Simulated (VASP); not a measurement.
# BAs (F-43m) in VASP: notebook

BAs is run at these levels: PBE; tasks: single point, relaxation of cell and atoms.

Everything below comes from runs of VASP 6.6.1. Logs are shortened: lines on timing, memory, paths and dates and some standing lists are left out, and cuts for length are marked.

### 1 The cell of the first run

It takes space group F-43m (No. 216, cubic). The conventional cell has a = 4.777 Å, b = 4.777 Å, c = 4.777 Å, α = 90.00°, β = 90.00°, γ = 90.00°. Within 2.7 Å of B (site symmetry -43m) lie 4 As at 2.07 Å. Within 2.7 Å of As (site symmetry -43m) lie 4 B at 2.07 Å.

### 2 Single point, PBE

File INCAR:

```
SYSTEM = BAs
PREC = Accurate ; ENCUT = 520
EDIFF = 1E-6 ; ISMEAR = 0
SIGMA = 0.1 ; LREAL = .FALSE.
LASPH = .TRUE. ; NELM = 80
ALGO = Normal ; ISIF = 2
LWAVE = .FALSE. ; LCHARG = .FALSE.
GGA = PE ; NBANDS = 11
```

File KPOINTS:

```
Automatic mesh
0
G
  6 6 6
  0 0 0
```

File POSCAR:

```
BAs
1.0
    0.0000000000      2.3884999800      2.3884999800
    2.3884999800      0.0000000000      2.3884999800
    2.3884999800      2.3884999800      0.0000000000
B As
1 1
Direct
    0.0000000000      0.0000000000      0.0000000000
    0.2500000000      0.2500000000      0.2500000000
```

Potentials or basis: VASP PAW PBE potentials, release 64 (B, As).

The run is started by

```
$ cat potpaw_PBE.64/B/POTCAR potpaw_PBE.64/As/POTCAR > POTCAR
$ mpirun -np 1 vasp_std > vasp.out
```

OUTCAR:

```text
SYSTEM = BAs
   PREC = Accurate
   ENCUT = 520
   EDIFF = 1E-6
   ISMEAR = 0
   LREAL = .FALSE.
   LASPH = .TRUE.
   NELM = 80
   ISIF = 2
   GGA = PE

 ion  position               nearest neighbor table
   1  0.000  0.000  0.000-   2 2.07   2 2.07   2 2.07   2 2.07
   2  0.250  0.250  0.250-   1 2.07   1 2.07   1 2.07   1 2.07

  LATTYP: Found a face centered cubic cell.
 ALAT       =     4.7769999600

  Lattice vectors:

 A1 = (   0.0000000000,   2.3884999800,   2.3884999800)
 A2 = (   2.3884999800,   0.0000000000,   2.3884999800)
 A3 = (   2.3884999800,   2.3884999800,   0.0000000000)

Analysis of symmetry for initial positions (statically):
=====================================================================
 Subroutine PRICEL returns:
 Original cell was already a primitive cell.

 Routine SETGRP: Setting up the symmetry group for a
 face centered cubic supercell.

 Subroutine GETGRP returns: Found 24 space group operations
 (whereof 24 operations were pure point group operations)
 out of a pool of 48 trial point group operations.

The static configuration has the point symmetry T_d .

Analysis of symmetry for dynamics (positions and initial velocities):
=====================================================================
 Subroutine PRICEL returns:
 Original cell was already a primitive cell.

 Routine SETGRP: Setting up the symmetry group for a
 face centered cubic supercell.

 Subroutine GETGRP returns: Found 24 space group operations
 (whereof 24 operations were pure point group operations)
 out of a pool of 48 trial point group operations.

The dynamic configuration has the point symmetry T_d .

 Subroutine INISYM returns: Found 24 space group operations
 (whereof 24 operations are pure point group operations),
 and found     1 'primitive' translations

----------------------------------------------------------------------------------------

                                     Primitive cell

  volume of cell :      27.2525

  direct lattice vectors                    reciprocal lattice vectors
     0.000000000  2.388499980  2.388499980    -0.209336405  0.209336405  0.209336405
     2.388499980  0.000000000  2.388499980     0.209336405 -0.209336405  0.209336405
     2.388499980  2.388499980  0.000000000     0.209336405  0.209336405 -0.209336405

  length of vectors
     3.377849065  3.377849065  3.377849065     0.362581290  0.362581290  0.362581290

  position of ions in fractional coordinates (direct lattice)
     0.000000000  0.000000000  0.000000000
     0.250000000  0.250000000  0.250000000

  ion indices of the primitive-cell ions
   primitive index   ion index
                 1           1
                 2           2

----------------------------------------------------------------------------------------

 KPOINTS: Automatic mesh

Automatic generation of k-mesh.
 Grid dimensions read from file:
 generate k-points for:    6    6    6

 Generating k-lattice:

  Cartesian coordinates                     Fractional coordinates (reciprocal lattice)
    -0.034889401  0.034889401  0.034889401     0.166666667  0.000000000  0.000000000
     0.034889401 -0.034889401  0.034889401     0.000000000  0.166666667  0.000000000
     0.034889401  0.034889401 -0.034889401     0.000000000  0.000000000  0.166666667

  Length of vectors
     0.060430215  0.060430215  0.060430215

  Shift w.r.t. Gamma in fractional coordinates (k-lattice)
     0.000000000  0.000000000  0.000000000

 Subroutine IBZKPT returns following result:
 ===========================================

 Found     16 irreducible k-points:

 Following reciprocal coordinates:
            Coordinates               Weight
  0.000000  0.000000  0.000000      1.000000
  0.166667  0.000000  0.000000      8.000000
  0.333333  0.000000  0.000000      8.000000
  0.500000  0.000000  0.000000      4.000000
  0.166667  0.166667  0.000000      6.000000
  0.333333  0.166667  0.000000     24.000000
[... 8 lines left out ...]
 -0.333333  0.333333  0.166667     24.000000
 -0.333333  0.500000  0.166667     12.000000
   k-points           NKPTS =     16   k-points in BZ     NKDIM =     16   number of bands    NBANDS=     11
   number of dos      NEDOS =    301   number of ions     NIONS =      2
   total plane-waves  NPLWV =  21952
   dimension x,y,z NGX =    28 NGY =   28 NGZ =   28
   dimension x,y,z NGXF=    56 NGYF=   56 NGZF=   56
   ions per type =               1   1
   NGX,Y,Z   is equivalent  to a cutoff of  13.78, 13.78, 13.78 a.u.
   NGXF,Y,Z  is equivalent  to a cutoff of  27.56, 27.56, 27.56 a.u.
 SYSTEM =  BAs
   PREC   = accura    normal or accurate (medium, high low for compatibility)
   ISTART =      0    job   : 0-new  1-cont  2-samecut
   ICHARG =      2    charge: 1-file 2-atom 10-const
   ISPIN  =      1    spin polarized calculation?
   LNONCOLLINEAR =      F non collinear calculations
   LSORBIT =      F    spin-orbit coupling
   LASPH  =      T    aspherical Exc in radial PAW
   ENCUT  =  520.0 eV  38.22 Ry    6.18 a.u.   6.28  6.28  6.28*2*pi/ulx,y,z
   NELM   =     80;   NELMIN=  2; NELMDL= -5     # of ELM steps
   EDIFF  = 0.1E-05   stopping-criterion for ELM
   LREAL  =      F    real-space projection
   EDIFFG = 0.1E-04   stopping-criterion for IOM
   NSW    =      0    number of steps for IOM
   IBRION =     -1    ionic relax: 0-MD 1-quasi-New 2-CG
   NFREE  =      0    steps in history (QN), initial steepest desc. (CG)
   ISIF   =      2    stress and relaxation
   ISYM   =      2    0-nonsym 1-usesym 2-fastsym
   POTIM  = 0.5000    time-step for ionic-motion
   TEBEG  =    0.0;   TEEND  =   0.0 temperature during run
   PSTRESS=    0.0 pullay stress
   NELECT =       8.0000    total number of electrons
   NUPDOWN=      -1.0000    fix difference up-down
   EMIN   =  10.00;   EMAX   =-10.00  energy-range for DOS
   EFERMI =   0.00;   METHOD = LEGACY
   ISMEAR =     0;   SIGMA  =   0.10  broadening in eV -4-tet -1-fermi 0-gaus
   EFERMI_NEDOS =   21; number of points for ismear=-14 and -15
   IALGO  =     38    algorithm
   IMIX   =      4    mixing-type and parameters
     AMIX     =   0.40;   BMIX     =  1.00
     AMIX_MAG =   1.60;   BMIX_MAG =  1.00
  volume/ion in A,a.u.               =      13.63        91.95
  Fermi-wavevector in a.u.,A,eV,Ry     =   1.088018  2.056057 16.106361  1.183784
  Thomas-Fermi vector in A             =   2.224191
   LORBIT       =      0    0 simple, 1 ext, 2 COOP (PROOUT), +10 PAW based schemes
   GGA     = PE    functional components
   LHFCALC =     F    Hartree Fock is set to
   AEXX    =    0.0000 exact exchange contribution
   IVDW    =     0    specifies the selected vdW correction
   LEPSILON=     F    determine dielectric tensor
   LRPA    =     F    only Hartree local field effects (RPA)
 non-spin polarized calculation
 Gauss-broadening in eV      SIGMA  =   0.10
  energy-cutoff  :      520.00
  volume of cell :       27.25
 maximum number of plane-waves:       754
 NGX is ok and might be reduce to    28
   NGX = 13   NGY = 13   NGZ = 13

 number of electron       8.0000000 magnetization

 Free energy of the ion-electron system (eV)
  ---------------------------------------------------
  ext. energy  EPLUGINS =         0.00000000
  ---------------------------------------------------
  free energy    TOTEN  =       -11.38765301 eV

  energy without entropy =      -11.38765301  energy(sigma->0) =      -11.38765301

 E-fermi :   6.6081     XC(G=0): -10.5810

 val. band max:        6.1325048220   @ k =   0.0000   0.0000   0.0000
 cond. band min:       7.4049732830   @ k =   0.3333   0.3333   0.0000
 fundamental gap:      1.2724684609
 Fermi energy:         6.6081343121

 k-point     1 :       0.0000    0.0000    0.0000
  band No.  band energies     occupation
      1      -9.2706      2.00000
      2       6.1325      2.00000
      3       6.1325      2.00000
      4       6.1325      2.00000
      5       9.4064      0.00000
      6       9.4064      0.00000
      7       9.4064      0.00000
      8      10.8198      0.00000
      9      15.7142      0.00000
     10      19.0789      0.00000
     11      19.0789      0.00000

 k-point     2 :       0.1667    0.0000    0.0000
  band No.  band energies     occupation
      1      -8.8177      2.00000
      2       3.1734      2.00000
      3       5.4503      2.00000
      4       5.4503      2.00000
      5       9.4328      0.00000
      6      10.2935      0.00000
      7      10.2935      0.00000
      8      12.7820      0.00000
      9      17.1352      0.00000
     10      17.4187      0.00000
     11      17.4187      0.00000

 k-point     3 :       0.3333    0.0000    0.0000
  band No.  band energies     occupation
      1      -7.5515      2.00000
      2      -0.6106      2.00000
      3       4.6158      2.00000
      4       4.6158      2.00000
      5       8.9951      0.00000
      6      10.9584      0.00000
      7      10.9584      0.00000
      8      14.8126      0.00000
      9      17.6256      0.00000
     10      18.1538      0.00000
     11      18.1538      0.00000

 k-point     4 :       0.5000    0.0000    0.0000
  band No.  band energies     occupation
      1      -6.3985      2.00000
      2      -2.6585      2.00000
      3       4.3101      2.00000
      4       4.3101      2.00000
      5       8.8238      0.00000
      6      10.9100      0.00000
      7      10.9100      0.00000
      8      14.9957      0.00000
      9      18.8483      0.00000
     10      20.7004      0.00000
     11      20.7004      0.00000

 k-point     5 :       0.1667    0.1667    0.0000
  band No.  band energies     occupation
      1      -8.6650      2.00000
      2       3.8485      2.00000
      3       4.4192      2.00000
      4       4.4192      2.00000
      5       8.3754      0.00000
      6      11.7667      0.00000
      7      11.7667      0.00000
      8      11.7713      0.00000
      9      15.8112      0.00000
     10      17.9126      0.00000
     11      19.7422      0.00000
[... 99 lines left out ...]
 k-point    13 :       0.5000    0.5000    0.0000
  band No.  band energies     occupation
      1      -5.0806      2.00000
      2      -2.3994      2.00000
      3       2.0505      2.00000
      4       2.0505      2.00000
      5       7.5568      0.00000
      6       7.5716      0.00000
      7      17.4989      0.00000
      8      17.4989      0.00000
      9      18.9978      0.00000
     10      23.4054      0.00000
     11      23.9406      0.00000

 k-point    14 :       0.5000    0.3333    0.1667
  band No.  band energies     occupation
      1      -6.4702      2.00000
      2      -0.6241      2.00000
      3       1.2559      2.00000
      4       2.9148      2.00000
      5       9.9109      0.00000
      6      11.3229      0.00000
      7      11.9942      0.00000
      8      15.1752      0.00000
      9      17.5791      0.00000
     10      19.8627      0.00000
     11      22.2194      0.00000

 k-point    15 :      -0.3333    0.3333    0.1667
  band No.  band energies     occupation
      1      -5.4421      2.00000
      2      -1.9187      2.00000
      3       0.7155      2.00000
      4       2.2664      2.00000
      5      10.4622      0.00000
      6      11.3702      0.00000
      7      13.5838      0.00000
      8      15.0312      0.00000
      9      16.3778      0.00000
     10      20.5877      0.00000
     11      22.4105      0.00000

 k-point    16 :      -0.3333    0.5000    0.1667
  band No.  band energies     occupation
      1      -4.9616      2.00000
      2      -2.0763      2.00000
      3       0.9764      2.00000
      4       1.1717      2.00000
      5       9.9022      0.00000
      6      10.1190      0.00000
      7      14.7768      0.00000
      8      15.0216      0.00000
      9      18.4395      0.00000
     10      21.7907      0.00000
     11      21.9614      0.00000

------------------------ aborting loop because EDIFF is reached ----------------------------------------

  FORCE on cell =-STRESS in cart. coord.  units (eV):
  Direction    XX          YY          ZZ          XY          YZ          ZX
  --------------------------------------------------------------------------------------
  -------------------------------------------------------------------------------------
  Total        0.5889215      0.5889215      0.5889215      0.0000000      0.0000000      0.0000000
  in kB       34.6228056     34.6228056     34.6228056      0.0000000      0.0000000      0.0000000
  external PRESSURE =      34.6228056 kB  Pullay stress =       0.0000000 kB

 VOLUME and BASIS-vectors are now :
 -----------------------------------------------------------------------------
  energy-cutoff  :      520.00
  volume of cell :       27.25
      direct lattice vectors                 reciprocal lattice vectors
     0.000000000  2.388499980  2.388499980    -0.209336405  0.209336405  0.209336405
     2.388499980  0.000000000  2.388499980     0.209336405 -0.209336405  0.209336405
     2.388499980  2.388499980  0.000000000     0.209336405  0.209336405 -0.209336405

 POSITION                                       TOTAL-FORCE (eV/Angst)
 -----------------------------------------------------------------------------------
      0.00000      0.00000      0.00000         0.000000      0.000000      0.000000
      1.19425      1.19425      1.19425        -0.000000     -0.000000     -0.000000
 -----------------------------------------------------------------------------------
    total drift:                               -0.000000     -0.000000     -0.000000

  FREE ENERGIE OF THE ION-ELECTRON SYSTEM (eV)
  ---------------------------------------------------
  free  energy   TOTEN  =       -11.3876530149 eV

  energy  without entropy=      -11.3876530149  energy(sigma->0) =      -11.38765301
```

Run time: 6.2 s. Hardware: 1 thread of Intel Xeon Platinum 8375C at 2.90GHz (Ice Lake), shared host; peak memory 0.15 GiB.

Results:

- Free energy: -11.3877 eV
- Pressure: 3.5 GPa
- Band gap on the k mesh: 1.27 eV, indirect (least direct gap 3.27 eV)

A k mesh can miss the band edges.

### 3 Single point, PBE

This run uses another cell than the first one, of 13.90 Å³/atom, 1.020 times its volume.

File INCAR:

```
SYSTEM = BAs
  PREC = Accurate
  ENCUT = 520
  EDIFF = 1E-6
  ISMEAR = 0
  SIGMA = 0.02
  LREAL = .FALSE.
  LASPH = .TRUE.
  NELM = 80
  ALGO = Normal
  ISIF = 2
  LWAVE = .FALSE.
  LCHARG = .FALSE.
  GGA = PE
  NBANDS = 11
```

File KPOINTS:

```
regular mesh
0
G
  10 10 10
  0 0 0
```

File POSCAR:

```
BAs
1.0
    0.0000000000      2.4044111691      2.4044111691
    2.4044111691      0.0000000000      2.4044111691
    2.4044111691      2.4044111691      0.0000000000
B As
1 1
Direct
    0.0000000000      0.0000000000      0.0000000000
    0.2500000000      0.2500000000      0.2500000000
```

Potentials or basis: VASP PAW PBE potentials, release 64 (B, As).

The run is started by

```
$ cat potpaw_PBE.64/B/POTCAR potpaw_PBE.64/As/POTCAR > POTCAR
$ mpirun -np 1 vasp_std > vasp.out
```

OUTCAR:

```text
SYSTEM = BAs
   PREC = Accurate
   ENCUT = 520
   EDIFF = 1E-6
   ISMEAR = 0
   LREAL = .FALSE.
   LASPH = .TRUE.
   NELM = 80
   ISIF = 2
   GGA = PE

 ion  position               nearest neighbor table
   1  0.000  0.000  0.000-   2 2.08   2 2.08   2 2.08   2 2.08
   2  0.250  0.250  0.250-   1 2.08   1 2.08   1 2.08   1 2.08

  LATTYP: Found a face centered cubic cell.
 ALAT       =     4.8088223382

  Lattice vectors:

 A1 = (   0.0000000000,   2.4044111691,   2.4044111691)
 A2 = (   2.4044111691,   0.0000000000,   2.4044111691)
 A3 = (   2.4044111691,   2.4044111691,   0.0000000000)

Analysis of symmetry for initial positions (statically):
=====================================================================
 Subroutine PRICEL returns:
 Original cell was already a primitive cell.

 Routine SETGRP: Setting up the symmetry group for a
 face centered cubic supercell.

 Subroutine GETGRP returns: Found 24 space group operations
 (whereof 24 operations were pure point group operations)
 out of a pool of 48 trial point group operations.

The static configuration has the point symmetry T_d .

Analysis of symmetry for dynamics (positions and initial velocities):
[... 167 lines left out ...]
 k-point     1 :       0.0000    0.0000    0.0000
  band No.  band energies     occupation
      1      -9.3127      2.00000
      2       5.9083      2.00000
      3       5.9083      2.00000
      4       5.9083      2.00000
      5       9.1601      0.00000
      6       9.1601      0.00000
      7       9.1601      0.00000
      8      10.3431      0.00000
      9      15.3954      0.00000
     10      18.7787      0.00000
     11      18.7787      0.00000
[... 309 lines left out ...]
 k-point    24 :       0.4000    0.3000    0.0000
  band No.  band energies     occupation
      1      -6.7229      2.00000
      2      -0.4963      2.00000
      3       2.0142      2.00000
      4       2.4939      2.00000
      5       7.6147      0.00000
      6       9.2965      0.00000
      7      14.6031      0.00000
      8      14.8465      0.00000
      9      17.7887      0.00000
     10      21.4724      0.00000
     11      21.6507      0.00000

 [... further k-points ...]
[... 5 lines left out ...]
  --------------------------------------------------------------------------------------
  -------------------------------------------------------------------------------------
  Total        0.1095589      0.1095589      0.1095589     -0.0000000      0.0000000      0.0000000
  in kB        6.3139610      6.3139610      6.3139610     -0.0000000      0.0000000      0.0000000
  external PRESSURE =       6.3139610 kB  Pullay stress =       0.0000000 kB

 VOLUME and BASIS-vectors are now :
 -----------------------------------------------------------------------------
  energy-cutoff  :      520.00
  volume of cell :       27.80
      direct lattice vectors                 reciprocal lattice vectors
     0.000000000  2.404411169  2.404411169    -0.207951122  0.207951122  0.207951122
     2.404411169  0.000000000  2.404411169     0.207951122 -0.207951122  0.207951122
     2.404411169  2.404411169  0.000000000     0.207951122  0.207951122 -0.207951122

 POSITION                                       TOTAL-FORCE (eV/Angst)
 -----------------------------------------------------------------------------------
      0.00000      0.00000      0.00000        -0.000000     -0.000000     -0.000000
      1.20221      1.20221      1.20221         0.000000      0.000000      0.000000
 -----------------------------------------------------------------------------------
    total drift:                               -0.000000     -0.000000     -0.000000

  FREE ENERGIE OF THE ION-ELECTRON SYSTEM (eV)
  ---------------------------------------------------
  free  energy   TOTEN  =       -11.4133957607 eV

  energy  without entropy=      -11.4133957607  energy(sigma->0) =      -11.41339576
```

It took 16 s on 1 thread of Intel Xeon Platinum 8375C at 2.90GHz (Ice Lake), shared host; peak memory 0.16 GiB.

What came out:

```
Free energy            : -11.4134 eV
Pressure               : 0.6 GPa
Band gap on the k mesh : 1.20 eV, indirect (least direct gap 3.25 eV)
```

A k mesh can miss the band edges. Expect the measured gap to be larger: semilocal functionals such as PBE lack the derivative discontinuity.

[end of part 1 of 2]
